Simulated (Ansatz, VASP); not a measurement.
## MoN2 in VASP and in Ansatz

INCAR

```
ALGO = Fast
EDIFF = 1E-6
ENCUT = 520
GGA = PE
ISIF = 2
ISMEAR = 0
LASPH = True
LCHARG = False
LREAL = False
LWAVE = False
NBANDS = 33
NELM = 60
PREC = Accurate
SIGMA = 0.15
```

Contents of KPOINTS:

```
k-points
0
Gamma
  12 12 18
```

Contents of POSCAR:

```
MoN2
1.0
    4.3330619473      0.0270816372      0.0000000000
    0.0270816372      4.3330619473      0.0000000000
    0.0000000000      0.0000000000      2.7518917152
Mo N
2 4
Direct
    0.5000000000      0.5000000000      0.0000000000
    0.0000000000      0.0000000000      0.0000000000
    0.8879039728      0.3879039728      0.5000000000
    0.1120960272      0.6120960272      0.5000000000
    0.3879039728      0.1120960272      0.5000000000
    0.6120960272      0.8879039728      0.5000000000
```

Input for Ansatz:

```yaml
crystal:
  lattice:
    - [4.3330619473, 0.0270816372, 0.0]
    - [0.0270816372, 4.3330619473, 0.0]
    - [0.0, 0.0, 2.7518917152]
  atoms:
    - { symbol: Mo, position: [0.5, 0.5, 0.0] }
    - { symbol: Mo, position: [0.0, 0.0, 0.0] }
    - { symbol: "N", position: [0.8879039728, 0.3879039728, 0.5] }
    - { symbol: "N", position: [0.1120960272, 0.6120960272, 0.5] }
    - { symbol: "N", position: [0.3879039728, 0.1120960272, 0.5] }
    - { symbol: "N", position: [0.6120960272, 0.8879039728, 0.5] }
basis:
  ecutwfc: 420
kpoints:
  mp_grid: { grid: [12, 12, 18] }
hamiltonian:
  xc: pbe
scf:
  occupations: { method: gaussian, width: 0.15 }
output:
  forces: true
  stress: true
  eigenvalues: true
```

Change from the starting cell: strain +0.0125 x Voigt [0, 0, 0, 0, 0, 1], atoms carried along.

Alike in both runs: task single point; functional PBE; k mesh 12 × 12 × 18; occupations gaussian, width 0.15 eV; no spin polarisation.

|  | VASP | Ansatz |
| --- | --- | --- |
| version | VASP 6.6.1 | Ansatz 0.2.0 |
| potentials or method | VASP PAW PBE potentials, release 64 (Mo_sv, N), cutoff 520 eV | scalar-relativistic, plane waves, PAW |
| valence electrons in the cell | 48 | 48 |

|  | VASP | Ansatz | Ansatz less VASP |
| --- | --- | --- | --- |
| gap on the k mesh at the Fermi level (eV) | none | none | - |
| pressure (GPa) | 0.7 | 0.2 | -0.53 |
| traceless stress, the component that is largest in VASP (GPa) | -3.50 | -3.48 | +0.025 |
| rms of the force components (eV/Å) | 0.068 | 0.054 | -0.0140 |

Atom by atom the forces differ by 0.039 eV/Å (rms over components). A gap of «none» marks a metal or a gap that the smearing closes. With one functional, cell and mesh, what is left measures potentials, basis and numerics.
